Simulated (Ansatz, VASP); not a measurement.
C in VASP and in Ansatz

```
CELL_PARAMETERS angstrom
0.00000 2.09053 3.32851
1.20761 0.00000 3.32851
1.20761 2.09053 0.00000
ATOMIC_POSITIONS crystal
C 0.15791 0.84209 0.15791
C 0.84209 0.15791 0.84209
```

Alike in both runs: task single point; functional PBE; dispersion D3(BJ); k mesh 16 × 16 × 16; occupations gaussian, width 0.03 eV; no spin polarisation.

```csv
,VASP,Ansatz
version,VASP 6.6.1,Ansatz 0.2.0
potentials or method,"VASP PAW PBE potentials, release 64 (C), cutoff 520 eV","scalar-relativistic, plane waves, PAW"
valence electrons in the cell,8,8
```

```tsv
	VASP	Ansatz	Ansatz less VASP
gap on the k mesh at the Fermi level (eV)	none	none	-
pressure (GPa)	23.9	23.5	-0.44
traceless stress, the component that is largest in VASP (GPa)	24.66	24.27	-0.386
rms of the force components (eV/Å)	2.904	2.903	-0.0008
```

Atom by atom the forces differ by 0.001 eV/Å (rms over components). A gap of «none» marks a metal or a gap that the smearing closes.
